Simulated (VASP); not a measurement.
# PbSe (l) (I4/mmm) in VASP: a series of runs

The runs below take PbSe (l) through single point, with LDA.

All numbers are computed with VASP 6.6.1; they aren't measurements. Logs are shortened: lines on timing, memory, paths and dates and some standing lists are left out, and cuts for length are marked.

### 1 The cell of the first run

It takes space group I4/mmm (No. 139, tetragonal). Conventional cell: a = 4.203 Å, b = 4.203 Å, c = 6.057 Å, α = 90.00°, β = 90.00°, γ = 90.00°. Within 3.9 Å of Pb (site symmetry 4/mmm) lie 6 Se at 2.97 to 3.03 Å. Se (site symmetry 4/mmm) has 6 Pb at 2.97 to 3.03 Å within 3.9 Å.

### 2 Single point, LDA

INCAR

```
SYSTEM = PbSe
PREC = Accurate
ENCUT = 520
EDIFF = 1E-6
ISMEAR = 0
SIGMA = 0.1
LREAL = .False.
LASPH = .True.
NELM = 100
ALGO = Normal
ISIF = 2
LWAVE = .False.
LCHARG = .False.
NBANDS = 28
```

KPOINTS

```
regular mesh
0
Gamma
  10 10 8
  0 0 0
```

POSCAR

```
PbSe
1.0
   -4.2027308560      0.0000000000      0.0000000000
    0.0000000000     -4.2027308560      0.0000000000
    0.0000000000      0.0000000000      6.0572859148
Pb Se
2 2
Direct
    0.0000000000      0.0000000000      0.0000000000
    0.5000000000      0.5000000000      0.5000000000
    0.5000000000      0.5000000000      1.0000000000
    1.0000000000      1.0000000000      0.5000000000
```

Potentials or basis: VASP PAW LDA potentials, release 64 (Pb_d, Se).

The run is started by

```sh
> cat potpaw_LDA.64/Pb_d/POTCAR potpaw_LDA.64/Se/POTCAR > POTCAR
> mpirun -np 1 vasp_std > vasp.out
```

OUTCAR:

```text
SYSTEM = PbSe
   PREC = Accurate
   ENCUT = 520
   EDIFF = 1E-6
   ISMEAR = 0
   LREAL = .False.
   LASPH = .True.
   NELM = 100
   ISIF = 2

 ion  position               nearest neighbor table
   1  0.000  0.000  0.000-   3 2.97   3 2.97   3 2.97   3 2.97   4 3.03   4 3.03
   2  0.500  0.500  0.500-   4 2.97   4 2.97   4 2.97   4 2.97   3 3.03   3 3.03
   3  0.500  0.500  0.000-   1 2.97   1 2.97   1 2.97   1 2.97   2 3.03   2 3.03
   4  0.000  0.000  0.500-   2 2.97   2 2.97   2 2.97   2 2.97   1 3.03   1 3.03

  LATTYP: Found a simple tetragonal cell.
 ALAT       =     4.2027308560
 C/A-ratio  =     1.4412738104

  Lattice vectors:

 A1 = (  -4.2027308560,   0.0000000000,   0.0000000000)
 A2 = (   0.0000000000,  -4.2027308560,   0.0000000000)
 A3 = (   0.0000000000,   0.0000000000,   6.0572859148)

Analysis of symmetry for initial positions (statically):
=====================================================================
 Subroutine PRICEL returns following result:

  LATTYP: Found a body centered tetragonal cell.
 ALAT       =     4.2027308560
 C/A-ratio  =     1.4412738104

  Lattice vectors:

 A1 = (  -2.1013654280,   2.1013654280,  -3.0286429574)
 A2 = (   2.1013654280,  -2.1013654280,  -3.0286429574)
 A3 = (  -2.1013654280,  -2.1013654280,   3.0286429574)

   2 primitive cells build up your supercell.

 Routine SETGRP: Setting up the symmetry group for a
 simple tetragonal supercell.

 Subroutine GETGRP returns: Found 16 space group operations
 (whereof 16 operations were pure point group operations)
 out of a pool of 16 trial point group operations.

The static configuration has the point symmetry D_4h.

Analysis of symmetry for dynamics (positions and initial velocities):
=====================================================================
 Subroutine PRICEL returns following result:

  LATTYP: Found a body centered tetragonal cell.
 ALAT       =     4.2027308560
 C/A-ratio  =     1.4412738104

  Lattice vectors:

 A1 = (  -2.1013654280,   2.1013654280,  -3.0286429574)
 A2 = (   2.1013654280,  -2.1013654280,  -3.0286429574)
 A3 = (  -2.1013654280,  -2.1013654280,   3.0286429574)

   2 primitive cells build up your supercell.

 Routine SETGRP: Setting up the symmetry group for a
 simple tetragonal supercell.

 Subroutine GETGRP returns: Found 16 space group operations
 (whereof 16 operations were pure point group operations)
 out of a pool of 16 trial point group operations.

The dynamic configuration has the point symmetry D_4h.

 Subroutine INISYM returns: Found 16 space group operations
 (whereof 16 operations are pure point group operations),
 and found     2 'primitive' translations

----------------------------------------------------------------------------------------

                                     Primitive cell

  volume of cell :      53.4948

  direct lattice vectors                    reciprocal lattice vectors
    -2.101365428  2.101365428 -3.028642957    -0.237940528  0.000000000 -0.165090441
     2.101365428 -2.101365428 -3.028642957    -0.000000000 -0.237940528 -0.165090441
    -2.101365428 -2.101365428  3.028642957    -0.237940528 -0.237940528  0.000000000

  length of vectors
     4.243129916  4.243129916  4.243129916     0.289604124  0.289604124  0.336498722

  position of ions in fractional coordinates (direct lattice)
     0.000000000  0.000000000  0.000000000
     0.500000000  0.500000000  0.000000000

  ion indices of the primitive-cell ions
   primitive index   ion index
                 1           1
                 2           4

----------------------------------------------------------------------------------------

 KPOINTS: regular mesh

Automatic generation of k-mesh.
 Grid dimensions read from file:
 generate k-points for:   10   10    8

 Generating k-lattice:

  Cartesian coordinates                     Fractional coordinates (reciprocal lattice)
    -0.023794053  0.000000000  0.000000000     0.100000000  0.000000000  0.000000000
     0.000000000 -0.023794053  0.000000000     0.000000000  0.100000000  0.000000000
     0.000000000  0.000000000  0.020636305     0.000000000  0.000000000  0.125000000

  Length of vectors
     0.023794053  0.023794053  0.020636305

  Shift w.r.t. Gamma in fractional coordinates (k-lattice)
     0.000000000  0.000000000  0.000000000

 Subroutine IBZKPT returns following result:
 ===========================================

 Found    105 irreducible k-points:

 Following reciprocal coordinates:
            Coordinates               Weight
  0.000000  0.000000  0.000000      1.000000
  0.100000  0.000000  0.000000      4.000000
  0.200000  0.000000  0.000000      4.000000
  0.300000  0.000000  0.000000      4.000000
  0.400000  0.000000  0.000000      4.000000
  0.500000  0.000000  0.000000      2.000000
[... 16 lines left out ...]
  0.100000  0.000000  0.125000      8.000000
  0.200000  0.000000  0.125000      8.000000
 [... further k-points ...]
   k-points           NKPTS =    105   k-points in BZ     NKDIM =    105   number of bands    NBANDS=     28
   number of dos      NEDOS =    301   number of ions     NIONS =      4
   total plane-waves  NPLWV =  49152
   dimension x,y,z NGX =    32 NGY =   32 NGZ =   48
   dimension x,y,z NGXF=    64 NGYF=   64 NGZF=   96
   ions per type =               2   2
   NGX,Y,Z   is equivalent  to a cutoff of  12.66, 12.66, 13.17 a.u.
   NGXF,Y,Z  is equivalent  to a cutoff of  25.32, 25.32, 26.35 a.u.
 SYSTEM =  PbSe
   PREC   = accura    normal or accurate (medium, high low for compatibility)
   ISTART =      0    job   : 0-new  1-cont  2-samecut
   ICHARG =      2    charge: 1-file 2-atom 10-const
   ISPIN  =      1    spin polarized calculation?
   LNONCOLLINEAR =      F non collinear calculations
   LSORBIT =      F    spin-orbit coupling
   LASPH  =      T    aspherical Exc in radial PAW
   ENCUT  =  520.0 eV  38.22 Ry    6.18 a.u.   7.81  7.81 11.26*2*pi/ulx,y,z
   NELM   =    100;   NELMIN=  2; NELMDL= -5     # of ELM steps
   EDIFF  = 0.1E-05   stopping-criterion for ELM
   LREAL  =      F    real-space projection
   EDIFFG = 0.1E-04   stopping-criterion for IOM
   NSW    =      0    number of steps for IOM
   IBRION =     -1    ionic relax: 0-MD 1-quasi-New 2-CG
   NFREE  =      0    steps in history (QN), initial steepest desc. (CG)
   ISIF   =      2    stress and relaxation
   ISYM   =      2    0-nonsym 1-usesym 2-fastsym
   POTIM  = 0.5000    time-step for ionic-motion
   TEBEG  =    0.0;   TEEND  =   0.0 temperature during run
   PSTRESS=    0.0 pullay stress
   NELECT =      40.0000    total number of electrons
   NUPDOWN=      -1.0000    fix difference up-down
   EMIN   =  10.00;   EMAX   =-10.00  energy-range for DOS
   EFERMI =   0.00;   METHOD = LEGACY
   ISMEAR =     0;   SIGMA  =   0.10  broadening in eV -4-tet -1-fermi 0-gaus
   EFERMI_NEDOS =   21; number of points for ismear=-14 and -15
   IALGO  =     38    algorithm
   IMIX   =      4    mixing-type and parameters
     AMIX     =   0.40;   BMIX     =  1.00
     AMIX_MAG =   1.60;   BMIX_MAG =  1.00
  volume/ion in A,a.u.               =      26.75       180.50
  Fermi-wavevector in a.u.,A,eV,Ry     =   1.179364  2.228674 18.924326  1.390899
  Thomas-Fermi vector in A             =   2.315676
   LORBIT       =      0    0 simple, 1 ext, 2 COOP (PROOUT), +10 PAW based schemes
   GGA     = CA    functional components
   LHFCALC =     F    Hartree Fock is set to
   AEXX    =    0.0000 exact exchange contribution
   IVDW    =     0    specifies the selected vdW correction
   LEPSILON=     F    determine dielectric tensor
   LRPA    =     F    only Hartree local field effects (RPA)
 non-spin polarized calculation
 Gauss-broadening in eV      SIGMA  =   0.10
  energy-cutoff  :      520.00
  volume of cell :      106.99
 maximum number of plane-waves:      2908
 NGX is ok and might be reduce to    32
   NGX = 15   NGY = 15   NGZ = 23

 number of electron      39.9999997 magnetization

 Free energy of the ion-electron system (eV)
  ---------------------------------------------------
  ext. energy  EPLUGINS =         0.00000000
  ---------------------------------------------------
  free energy    TOTEN  =       -18.87906295 eV

  energy without entropy =      -18.87862056  energy(sigma->0) =      -18.87884176

 E-fermi :   5.8454     XC(G=0): -10.1601

 val. band max:        5.7957681121   @ k =   0.5000   0.0000   0.5000
 cond. band min:       5.8949669838   @ k =   0.5000   0.0000   0.5000
 fundamental gap:      0.0991988718
 Fermi energy:         5.8453753115

 k-point     1 :       0.0000    0.0000    0.0000
  band No.  band energies     occupation
      1     -11.2948      2.00000
      2     -11.1247      2.00000
      3     -11.1128      2.00000
      4     -11.1039      2.00000
      5     -11.1023      2.00000
      6     -11.1023      2.00000
[... 20 lines left out ...]
     27      11.9036      0.00000
     28      12.0642      0.00000

 k-point     2 :       0.1000    0.0000    0.0000
  band No.  band energies     occupation
      1     -11.2858      2.00000
      2     -11.1206      2.00000
      3     -11.1127      2.00000
      4     -11.1068      2.00000
      5     -11.1025      2.00000
      6     -11.1008      2.00000
[... 20 lines left out ...]
     27      11.7700      0.00000
     28      11.9937      0.00000

 k-point     3 :       0.2000    0.0000    0.0000
  band No.  band energies     occupation
      1     -11.2611      2.00000
      2     -11.1155      2.00000
      3     -11.1142      2.00000
      4     -11.1095      2.00000
      5     -11.1028      2.00000
      6     -11.0962      2.00000
[... 20 lines left out ...]
     27      11.4106      0.00000
     28      12.0297      0.00000

 k-point     4 :       0.3000    0.0000    0.0000
  band No.  band energies     occupation
      1     -11.2273      2.00000
      2     -11.1237      2.00000
      3     -11.1229      2.00000
      4     -11.1095      2.00000
      5     -11.1018      2.00000
      6     -11.0942      2.00000
[... 20 lines left out ...]
     27      12.1616      0.00000
     28      12.4082      0.00000

 k-point     5 :       0.4000    0.0000    0.0000
  band No.  band energies     occupation
      1     -11.1921      2.00000
      2     -11.1386      2.00000
      3     -11.1288      2.00000
      4     -11.1218      2.00000
      5     -11.0983      2.00000
      6     -11.0809      2.00000
[... 20 lines left out ...]
     27      13.0251      0.00000
     28      13.2059      0.00000

 k-point     6 :       0.5000    0.0000    0.0000
  band No.  band energies     occupation
      1     -11.1616      2.00000
      2     -11.1616      2.00000
      3     -11.1288      2.00000
      4     -11.1288      2.00000
      5     -11.0911      2.00000
      6     -11.0911      2.00000
[... 463 lines left out ...]
      5     -11.0834      2.00000
      6     -11.0834      2.00000
[... 20 lines left out ...]
     27      12.1338      0.00000
     28      12.1338      0.00000

 k-point    22 :       0.0000    0.0000    0.1250
  band No.  band energies     occupation
      1     -11.2855      2.00000
      2     -11.1237      2.00000
      3     -11.1166      2.00000
      4     -11.1030      2.00000
      5     -11.1015      2.00000
      6     -11.1002      2.00000
[... 20 lines left out ...]
     27      11.5654      0.00000
     28      11.6978      0.00000

 k-point    23 :       0.1000    0.0000    0.1250
  band No.  band energies     occupation
      1     -11.2767      2.00000
      2     -11.1197      2.00000
      3     -11.1162      2.00000
      4     -11.1073      2.00000
      5     -11.1013      2.00000
      6     -11.0975      2.00000
[... 20 lines left out ...]
     27      11.6089      0.00000
     28      11.9410      0.00000

 k-point    24 :       0.2000    0.0000    0.1250
  band No.  band energies     occupation
      1     -11.2528      2.00000
      2     -11.1181      2.00000
      3     -11.1154      2.00000
      4     -11.1089      2.00000
      5     -11.1018      2.00000
      6     -11.0971      2.00000
[... 20 lines left out ...]
     27      11.4609      0.00000
     28      11.9080      0.00000

 [... further k-points ...]

------------------------ aborting loop because EDIFF is reached ----------------------------------------

  FORCE on cell =-STRESS in cart. coord.  units (eV):
  Direction    XX          YY          ZZ          XY          YZ          ZX
  --------------------------------------------------------------------------------------
  -------------------------------------------------------------------------------------
  Total        2.0302108      2.0302108      0.0700532      0.0000000      0.0000000      0.0000000
  in kB       30.4025838     30.4025838      1.0490533      0.0000000      0.0000000      0.0000000
  external PRESSURE =      20.6180736 kB  Pullay stress =       0.0000000 kB

 VOLUME and BASIS-vectors are now :
 -----------------------------------------------------------------------------
  energy-cutoff  :      520.00
  volume of cell :      106.99
      direct lattice vectors                 reciprocal lattice vectors
    -4.202730856  0.000000000  0.000000000    -0.237940528  0.000000000  0.000000000
     0.000000000 -4.202730856  0.000000000     0.000000000 -0.237940528  0.000000000
     0.000000000  0.000000000  6.057285915     0.000000000  0.000000000  0.165090441

 POSITION                                       TOTAL-FORCE (eV/Angst)
 -----------------------------------------------------------------------------------
      0.00000      0.00000      0.00000         0.000000     -0.000000      0.000000
     -2.10137     -2.10137      3.02864        -0.000000      0.000000     -0.000000
     -2.10137     -2.10137      0.00000         0.000000     -0.000000      0.000000
      0.00000      0.00000      3.02864         0.000000     -0.000000      0.000000
 -----------------------------------------------------------------------------------
    total drift:                               -0.000000     -0.000000     -0.000000

  FREE ENERGIE OF THE ION-ELECTRON SYSTEM (eV)
  ---------------------------------------------------
  free  energy   TOTEN  =       -18.8790629520 eV

  energy  without entropy=      -18.8786205589  energy(sigma->0) =      -18.87884176
```

Run time: 9.6 min. Hardware: 1 thread of AMD EPYC, shared host; peak memory 0.34 GiB.

What came out:

```yaml
Free_energy: -18.8791 eV
Pressure: 2.1 GPa
Band_gap_on_the_k_mesh: 0.10 eV
```

Caveat: spin-orbit coupling is left out, which moves the levels of the heavy elements.

### 3 Single point, LDA

This run uses another cell than the first one, of 27.20 Å³/atom, 1.017 times its volume.

INCAR

```
PREC     = Accurate       # precision mode
ENCUT    = 520            # plane-wave cutoff, eV
EDIFF    = 1E-7           # SCF threshold, eV
ISMEAR   = 0              # smearing method
SIGMA    = 0.1            # smearing width, eV
LREAL    = F              # projectors in reciprocal space
LASPH    = T              # aspherical terms in the spheres
NELM     = 100            # most SCF steps
ALGO     = Normal         # electronic algorithm
ISIF     = 2              # what is computed and relaxed
LWAVE    = F              # write WAVECAR
LCHARG   = F              # write CHGCAR
GGA      = CA             # functional
NBANDS   = 28             # bands
```

KPOINTS

```
Automatic mesh
0
Gamma
  10 10 8
```

POSCAR

```
PbSe
1.0
   -4.2027308560      0.0000000000      0.0000000000
    0.0000000000     -4.2027308560      0.0000000000
    0.0000000000      0.0000000000      6.1600146164
Pb Se
2 2
Direct
    0.0000000000      0.0000000000      0.0000000000
    0.5000000000      0.5000000000      0.5000000000
    0.5000000000      0.5000000000      0.0000000000
    0.0000000000      0.0000000000      0.5000000000
```

Potentials or basis: VASP PAW LDA potentials, release 64 (Pb_d, Se).

The run is started by

```sh
> cat potpaw_LDA.64/Pb_d/POTCAR potpaw_LDA.64/Se/POTCAR > POTCAR
> mpirun -np 1 vasp_std > vasp.out
```

Run time: 11 min. Hardware: 1 thread of AMD EPYC, shared host; peak memory 0.35 GiB.

It converged, with:

```yaml
Free_energy: -18.8673 eV
Pressure: 1.1 GPa
Band_gap_on_the_k_mesh: 0.06 eV
```

Stress tensor (GPa, compression positive):
```
 2.80  0.00  0.00
 0.00  2.80  0.00
 0.00  0.00 -2.19
```

Levels at points of the mesh, in eV from the valence-band top:
```tsv
k point	band 16	band 17	band 18	band 19	band 20	band 21	band 22	band 23	band 24	band 25
(0.00, 0.00, 0.00)	-3.55	-3.55	-2.24	-2.24	-1.92	3.47	4.14	4.99	4.99	5.83
(0.50, 0.00, 0.00)	-3.78	-1.75	-1.75	-0.67	-0.67	1.23	1.23	2.02	2.02	3.99
(0.50, 0.50, 0.00)	-5.52	-3.83	-3.83	-3.44	-3.44	3.32	3.32	5.20	5.20	6.07
(0.00, 0.00, 0.50)	-2.94	-2.94	-2.94	-2.12	-2.12	2.28	2.28	4.30	4.30	5.00
(0.50, 0.00, 0.50)	-1.73	-1.62	-1.62	0.00	0.00	0.06	0.06	1.38	1.38	1.58
(0.50, 0.50, 0.50)	-4.78	-4.78	-4.78	-1.08	-1.08	1.58	1.58	4.95	4.95	4.95
```

Caveat: spin-orbit coupling is left out, which moves the levels of the heavy elements. A k mesh can miss the band edges.
